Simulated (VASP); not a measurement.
Set up this calculation in VASP 6.6.1, as the native input.

```yaml
Task: relaxation of cell and atoms
Functional: PBE
Potentials_or_basis: VASP PAW PBE potentials, release 64 (K_sv, Ta_pv, O)
Cutoff: 600 eV
k_mesh: 2 × 2 × 2
Occupations: gaussian, width 0.1 eV
Spin: no spin polarisation
Dipole_correction: no
Further_INCAR_settings: ALGO = Normal; EDIFF = 1e-07; IBRION = 2; EDIFFG = -0.025; NSW = 80; ISIF = 3
```

The structure of K3TaO3 lies in POSCAR:

```
K3TaO3
1.0
   -0.0660349950     -0.0789019578      5.9606740578
    4.7761587234     -5.7713385840      0.0247580106
    4.6822898554      5.6952594549     -0.1291682122
K Ta O
6 2 6
Direct
    0.7498478592      0.3951201688      0.6110211057
    0.7573809607      0.8935441127      0.6872406335
    0.7622966152      0.3050391088      0.1081097134
    0.2531227006      0.6046125236      0.3878698028
    0.2429332894      0.6753268198      0.8943908404
    0.2454553075      0.0942022610      0.3058644842
    0.7348231977      0.8084425481      0.2064982816
    0.2360643698      0.2057753157      0.8085907268
    0.7676464398      0.0559978642      0.3011592704
    0.7535628152      0.7032125411      0.9466700984
    0.7553046697      0.6463428883      0.3634241490
    0.2494209816      0.3017162598      0.0503211175
    0.2421079590      0.9504640328      0.6933845645
    0.2500328347      0.3602035552      0.6354552117
```

One way to write it, as run:

INCAR

```
SYSTEM = K3TaO3
PREC = Accurate
ENCUT = 600
EDIFF = 1E-7
ISMEAR = 0
SIGMA = 0.1
LREAL = .False.
LASPH = .True.
NELM = 80
ALGO = Normal
ISIF = 3
LWAVE = .False.
LCHARG = .False.
GGA = PE
IBRION = 2
NSW = 80
EDIFFG = -0.025
```

KPOINTS

```
regular mesh
0
Gamma
  2 2 2
  0 0 0
```

Potentials or basis: VASP PAW PBE potentials, release 64 (K_sv, Ta_pv, O).

The run is started by

```console
$ cat potpaw_PBE.64/K_sv/POTCAR potpaw_PBE.64/Ta_pv/POTCAR potpaw_PBE.64/O/POTCAR > POTCAR
$ mpirun -np 1 vasp_std > vasp.out
```

It gave:

The relaxed volume is 22.99 Å³/atom, the relaxed cell is a = 6.001 Å, b = 7.417 Å, c = 7.403 Å, α = 102.33°, β = 90.03°, γ = 89.99° and the space group after relaxing (to 0.1 Å) is Cmcm (No. 63). The energy gained by relaxing is 32.1 meV/atom and the ionic steps are 37. The pressure after relaxing is 0.0 GPa. The largest force after relaxing is 0.017 eV/Å. The band gap on the k mesh is 1.87 eV (least direct gap 1.88 eV).

Caveat: the k points lie up to 0.52 Å⁻¹ apart in the final cell; spin-orbit coupling is left out, which moves the levels of the heavy elements.

It took 53 min on 1 thread of Intel(R) Xeon(R) 6975P-C (Granite Rapids) (shared host), peak memory 0.54 GiB.
